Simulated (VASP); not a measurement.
# Ta (Cmcm) in VASP: a series of runs, part 2 of 2

VASP 6.6.1. Earlier steps stand in the parts before.

## Step 3: Single point, PBEsol (atoms displaced along a vibrational mode)

Contents of INCAR:

```
SYSTEM = Ta
PREC = Accurate
ENCUT = 520
EDIFF = 1E-6
ISMEAR = 0
SIGMA = 0.15
LREAL = .FALSE.
LASPH = .TRUE.
NELM = 80
ALGO = Fast
ISIF = 2
LWAVE = .FALSE.
LCHARG = .TRUE.
GGA = PS
LELF = .TRUE.
LVHAR = .TRUE.
NBANDS = 18
```

Contents of KPOINTS:

```
regular mesh
0
G
  22 22 14
  0 0 0
```

Contents of POSCAR:

```
Ta
1.0
   -1.6402597622      1.6402597622      1.6402597622
    1.6402597622     -1.6402597622      1.6402597622
    3.2805195245      3.2805195245      0.0000000000
Ta
2
Direct
    0.0045724465      0.0045724465      0.0000000000
    0.4954275535      0.4954275535      0.5000000000
```

Potentials or basis: VASP PAW PBE potentials, release 64 (Ta_pv).

Started as:

```sh
$ cat potpaw_PBE.64/Ta_pv/POTCAR > POTCAR
$ mpirun -np 1 vasp_std > vasp.out
```

OUTCAR:

```text
SYSTEM = Ta
   PREC = Accurate
   ENCUT = 520
   EDIFF = 1E-6
   ISMEAR = 0
   LREAL = .FALSE.
   LASPH = .TRUE.
   NELM = 80
   ISIF = 2
   GGA = PS

 ion  position               nearest neighbor table
   1  0.005  0.005  0.000-   2 2.82   2 2.82   2 2.86   2 2.86   2 3.28   2 3.28   2 3.28   2 3.28

   2  0.495  0.495  0.500-   1 2.82   1 2.82   1 2.86   1 2.86   1 3.28   1 3.28   1 3.28   1 3.28

  LATTYP: Found a base centered orthorhombic cell.
 ALAT       =     3.2805195244
 B/A-ratio  =     1.4142135624
 C/A-ratio  =     1.4142135624

  Lattice vectors:

 A1 = (  -1.6402597622,   1.6402597622,   1.6402597622)
 A2 = (   1.6402597622,  -1.6402597622,   1.6402597622)
 A3 = (   3.2805195245,   3.2805195245,   0.0000000000)

Analysis of symmetry for initial positions (statically):
=====================================================================
 Subroutine PRICEL returns:
 Original cell was already a primitive cell.

 Routine SETGRP: Setting up the symmetry group for a
 base centered orthorhombic supercell.

 Subroutine GETGRP returns: Found  8 space group operations
 (whereof  4 operations were pure point group operations)
 out of a pool of  8 trial point group operations.

The static configuration has the point symmetry C_2v.
 The point group associated with its full space group is D_2h.

Analysis of symmetry for dynamics (positions and initial velocities):
=====================================================================
 Subroutine PRICEL returns:
 Original cell was already a primitive cell.

 Routine SETGRP: Setting up the symmetry group for a
 base centered orthorhombic supercell.

 Subroutine GETGRP returns: Found  8 space group operations
 (whereof  4 operations were pure point group operations)
 out of a pool of  8 trial point group operations.

The dynamic configuration has the point symmetry C_2v.
 The point group associated with its full space group is D_2h.

 Subroutine INISYM returns: Found  8 space group operations
[... 110 lines left out ...]
   EMIN   =  10.00;   EMAX   =-10.00  energy-range for DOS
   EFERMI =   0.00;   METHOD = LEGACY
   ISMEAR =     0;   SIGMA  =   0.15  broadening in eV -4-tet -1-fermi 0-gaus
   EFERMI_NEDOS =   21; number of points for ismear=-14 and -15
   IALGO  =     68    algorithm
   IMIX   =      4    mixing-type and parameters
     AMIX     =   0.40;   BMIX     =  1.00
     AMIX_MAG =   1.60;   BMIX_MAG =  1.00
  volume/ion in A,a.u.               =      17.65       119.12
  Fermi-wavevector in a.u.,A,eV,Ry     =   1.398320  2.642441 26.603439  1.955298
  Thomas-Fermi vector in A             =   2.521489
   LORBIT       =      0    0 simple, 1 ext, 2 COOP (PROOUT), +10 PAW based schemes
   GGA     = PS    functional components
   LHFCALC =     F    Hartree Fock is set to
   AEXX    =    0.0000 exact exchange contribution
   IVDW    =     0    specifies the selected vdW correction
   LEPSILON=     F    determine dielectric tensor
   LRPA    =     F    only Hartree local field effects (RPA)
 non-spin polarized calculation
 RMM-DIIS sequential band-by-band and
 Gauss-broadening in eV      SIGMA  =   0.15
  energy-cutoff  :      520.00
  volume of cell :       35.30
 maximum number of plane-waves:       970
 NGX is ok and might be reduce to    24
   NGX = 11   NGY = 11   NGZ = 17

 number of electron      22.0000004 magnetization

 Free energy of the ion-electron system (eV)
  ---------------------------------------------------
  ext. energy  EPLUGINS =         0.00000000
  ---------------------------------------------------
  free energy    TOTEN  =       -25.11310105 eV

  energy without entropy =      -25.08362353  energy(sigma->0) =      -25.09836229

 E-fermi :   5.4781     XC(G=0): -12.8319

 val. band max:        5.4775411438   @ k =  -0.3636   0.3636   0.1429
 cond. band min:       5.4787491789   @ k =   0.2727   0.2273   0.2857
 fundamental gap:      0.0012080352
 Fermi energy:         5.4780955475

 k-point     1 :       0.0000    0.0000    0.0000
  band No.  band energies     occupation
      1     -28.7235      2.00000
      2     -27.8681      2.00000
      3     -27.4700      2.00000
      4     -27.4621      2.00000
      5     -27.4617      2.00000
      6     -27.4606      2.00000
[... 481 lines left out ...]
      5     -27.6170      2.00000
      6     -27.5935      2.00000
[... 10 lines left out ...]
     17      12.8273      0.00000
     18      15.2529      0.00000

 [... further k-points ...]
[... 5 lines left out ...]
  --------------------------------------------------------------------------------------
  -------------------------------------------------------------------------------------
  Total        0.1047870      0.1047870      0.0984072      0.0087399      0.0000000      0.0000000
  in kB        4.7554357      4.7554357      4.4659067      0.3966321      0.0000000      0.0000000
  external PRESSURE =       4.6589260 kB  Pullay stress =       0.0000000 kB

 VOLUME and BASIS-vectors are now :
 -----------------------------------------------------------------------------
  energy-cutoff  :      520.00
  volume of cell :       35.30
      direct lattice vectors                 reciprocal lattice vectors
    -1.640259762  1.640259762  1.640259762    -0.152414883  0.152414883  0.304829766
     1.640259762 -1.640259762  1.640259762     0.152414883 -0.152414883  0.304829766
     3.280519524  3.280519524  0.000000000     0.152414883  0.152414883  0.000000000

 POSITION                                       TOTAL-FORCE (eV/Angst)
 -----------------------------------------------------------------------------------
      0.00000      0.00000      0.01500         0.000000      0.000000     -0.215719
      1.64026      1.64026      1.62526        -0.000000     -0.000000      0.215719
 -----------------------------------------------------------------------------------
    total drift:                                0.000000      0.000000      0.000000

  FREE ENERGIE OF THE ION-ELECTRON SYSTEM (eV)
  ---------------------------------------------------
  free  energy   TOTEN  =       -25.1131010487 eV

  energy  without entropy=      -25.0836235299  energy(sigma->0) =      -25.09836229
```

OSZICAR:

```text
N       E                     dE             d eps       ncg     rms          rms(c)
DAV:   1     0.170263509686E+03    0.17026E+03   -0.12499E+04 38304   0.126E+03
DAV:   2    -0.218427851840E+02   -0.19211E+03   -0.18879E+03 47678   0.359E+02
DAV:   3    -0.260783547879E+02   -0.42356E+01   -0.41762E+01 44470   0.503E+01
DAV:   4    -0.261079265400E+02   -0.29572E-01   -0.29535E-01 42714   0.442E+00
DAV:   5    -0.261081356637E+02   -0.20912E-03   -0.20912E-03 42702   0.356E-01    0.202E+01
RMM:   6    -0.253440492791E+02    0.76409E+00   -0.71088E-01 39114   0.625E+00    0.983E+00
RMM:   7    -0.251128148921E+02    0.23123E+00   -0.84950E-01 42173   0.630E+00    0.466E-01
RMM:   8    -0.251125794145E+02    0.23548E-03   -0.41042E-02 45859   0.154E+00    0.505E-01
RMM:   9    -0.251134628115E+02   -0.88340E-03   -0.87426E-03 47279   0.575E-01    0.278E-01
RMM:  10    -0.251131045004E+02    0.35831E-03   -0.24058E-03 41537   0.374E-01    0.102E-01
RMM:  11    -0.251130950744E+02    0.94260E-05   -0.19399E-04 48957   0.120E-01    0.141E-02
RMM:  12    -0.251131004779E+02   -0.54035E-05   -0.43669E-05 50179   0.494E-02    0.181E-02
RMM:  13    -0.251131010487E+02   -0.57078E-06   -0.47349E-06 38193   0.116E-02
   1 F= -.25113101E+02 E0= -.25098362E+02  d E =-.294775E-01
```

It took 8.5 min on 1 thread of Oxide Virtual Turin-like, shared host; peak memory 0.58 GiB.

What came out:

```
Free energy            : -25.1131 eV
Pressure               : 0.5 GPa
Largest force          : 0.216 eV/Å
Band gap on the k mesh : zero (bands 11 and 12 overlap by 3.19 eV)
```

Forces on the atoms (eV/Å):
```
Ta   0.000  0.000 -0.216
Ta   0.000  0.000  0.216
```

Levels at points of the mesh, in eV from the Fermi level:
```
           k point  band 9  band 10  band 11  band 12  band 13  band 14
(0.00, 0.00, 0.00)   -1.61     0.72     0.72     0.73     1.71     3.96
(0.50, 0.00, 0.00)   -1.55    -1.39    -0.57    -0.53     3.63     3.70
(0.50, 0.50, 0.00)   -3.93    -1.61     1.71     3.95     5.01     7.00
(0.00, 0.00, 0.50)   -0.60    -0.60    -0.10    -0.10     3.40     3.40
(0.50, 0.00, 0.50)   -1.61    -1.61     1.71     1.71     3.96     3.96
(0.50, 0.50, 0.50)   -1.94    -1.94     1.10     1.10     1.79     1.79
```

Caveat: the cell differs from its parent crystal (atoms displaced along a vibrational mode); the PAW data sets were made with another functional, which shifts forces and pressure a little; spin-orbit coupling is left out, which moves the levels of the heavy elements.

## Step 4: Single point, PBEsol (atoms displaced along a vibrational mode)

Contents of INCAR:

```
PREC = Accurate
ENCUT = 520
EDIFF = 1E-6
ISMEAR = 0
SIGMA = 0.15
LREAL = F
LASPH = T
NELM = 100
ALGO = Fast
ISIF = 2
LWAVE = F
LCHARG = F
GGA = PS
NBANDS = 18
```

Contents of KPOINTS:

```
Automatic mesh
0
Gamma
  22 22 14
```

Contents of POSCAR:

```
Ta
1.0
   -1.6402597622      1.6402597622      1.6402597622
    1.6402597622     -1.6402597622      1.6402597622
    3.2805195245      3.2805195245      0.0000000000
Ta
2
Direct
   -0.0182897860     -0.0182897860      0.0000000000
    0.5182897860      0.5182897860      0.5000000000
```

Started as:

```sh
$ cat potpaw_PBE.64/Ta_pv/POTCAR > POTCAR
$ mpirun -np 1 vasp_std > vasp.out
```

It took 6.4 min on 1 thread of Oxide Virtual Turin-like, shared host; peak memory 0.58 GiB.

It converged, with:

| Property | Result |
| --- | --- |
| Free energy | -25.0656 eV |
| Pressure | 0.7 GPa |
| Largest force | 0.825 eV/Å |
| Band gap on the k mesh | zero (bands 11 and 12 overlap by 3.07 eV) |

Forces in eV/Å, atoms in the order of the input:
```
Ta   0.000  0.000  0.825
Ta   0.000  0.000 -0.825
```

Stress tensor (GPa, compression positive):
```
0.93 0.52 0.00
0.52 0.93 0.00
0.00 0.00 0.28
```

Levels at points of the mesh, in eV from the Fermi level:
```csv
k point,band 7,band 8,band 9,band 10,band 11,band 12,band 13,band 14,band 15,band 16
"(0.00, 0.00, 0.00)",-8.01,-4.47,-1.60,0.67,0.67,0.75,1.71,3.95,4.02,4.09
"(0.50, 0.00, 0.00)",-3.32,-2.99,-1.79,-1.16,-0.64,-0.50,3.52,3.79,4.66,5.16
"(0.50, 0.50, 0.00)",-4.49,-3.95,-3.91,-1.56,1.70,3.78,5.01,6.71,7.01,7.02
"(0.00, 0.00, 0.50)",-5.67,-5.67,-0.62,-0.62,-0.17,-0.17,3.35,3.35,3.58,3.58
"(0.50, 0.00, 0.50)",-4.48,-4.48,-1.64,-1.64,1.70,1.70,3.97,3.97,4.98,4.98
"(0.50, 0.50, 0.50)",-3.06,-3.06,-1.96,-1.96,0.83,0.83,2.11,2.11,7.47,7.47
```

Caveat: the cell differs from its parent crystal (atoms displaced along a vibrational mode); the PAW data sets were made with another functional, which shifts forces and pressure a little; spin-orbit coupling is left out, which moves the levels of the heavy elements.

## Step 5: Single point, PBEsol (atoms displaced along a vibrational mode)

Contents of INCAR:

```
SYSTEM = Ta
PREC = Accurate ; ENCUT = 520
EDIFF = 1E-6 ; ISMEAR = 0
SIGMA = 0.15 ; LREAL = .False.
LASPH = .True. ; NELM = 80
ALGO = Fast ; ISIF = 2
LWAVE = .False. ; LCHARG = .False.
GGA = PS ; NBANDS = 18
```

Contents of KPOINTS:

```
Automatic mesh
0
Gamma
  22 22 14
  0 0 0
```

Contents of POSCAR:

```
Ta
1.0
   -1.6402597622      1.6402597622      1.6402597622
    1.6402597622     -1.6402597622      1.6402597622
    3.2805195245      3.2805195245      0.0000000000
Ta
2
Direct
    0.0091448930      0.0091448930      0.0000000000
    0.4908551070      0.4908551070      0.5000000000
```

Started as:

```sh
$ cat potpaw_PBE.64/Ta_pv/POTCAR > POTCAR
$ mpirun -np 1 vasp_std > vasp.out
```

Run time: 5.9 min. Hardware: 1 thread of Oxide Virtual Turin-like, shared host; peak memory 0.58 GiB.

It converged, with:

| Property | Result |
| --- | --- |
| Free energy | -25.1034 eV |
| Pressure | 0.5 GPa |
| Largest force | 0.428 eV/Å |
| Band gap on the k mesh | zero (bands 11 and 12 overlap by 3.16 eV) |

Forces on the atoms (eV/Å):
```
Ta   0.000  0.000 -0.428
Ta   0.000  0.000  0.428
```

Stress tensor (GPa, compression positive):
```
0.57 0.14 0.00
0.14 0.57 0.00
0.00 0.00 0.42
```

Levels at points of the mesh, in eV from the Fermi level:
| k point | band 9 | band 10 | band 11 | band 12 | band 13 | band 14 |
| --- | --- | --- | --- | --- | --- | --- |
| (0.00, 0.00, 0.00) | -1.61 | 0.71 | 0.71 | 0.73 | 1.71 | 3.96 |
| (0.50, 0.00, 0.00) | -1.63 | -1.31 | -0.59 | -0.52 | 3.60 | 3.73 |
| (0.50, 0.50, 0.00) | -3.92 | -1.60 | 1.71 | 3.91 | 5.01 | 6.94 |
| (0.00, 0.00, 0.50) | -0.60 | -0.60 | -0.12 | -0.12 | 3.38 | 3.38 |
| (0.50, 0.00, 0.50) | -1.62 | -1.62 | 1.71 | 1.71 | 3.96 | 3.96 |
| (0.50, 0.50, 0.50) | -1.95 | -1.95 | 1.03 | 1.03 | 1.87 | 1.87 |

Caveat: the cell differs from its parent crystal (atoms displaced along a vibrational mode); the PAW data sets were made with another functional, which shifts forces and pressure a little; spin-orbit coupling is left out, which moves the levels of the heavy elements.

## Step 6: Summary

```tsv
cell	gap on the mesh (eV)	pressure (GPa)	largest force (eV/Å)
as given, atomic positions A	none	0.6	0.63
as given, atomic positions B	none	0.5	0.22
as given, atomic positions C	none	0.7	0.83
as given, atomic positions D	none	0.5	0.43
```

Alike in all rows: task single point; level PBEsol; potentials or basis VASP PAW PBE potentials, release 64 (Ta_pv); no spin polarisation; k mesh 22 × 22 × 14; cutoff (eV) 520; smearing gaussian 0.15 eV.

Caveats: the PAW data sets were made with another functional, which shifts forces and pressure a little; spin-orbit coupling is left out, which moves the levels of the heavy elements.

Absolute energies hang on the potentials; compare differences alone.
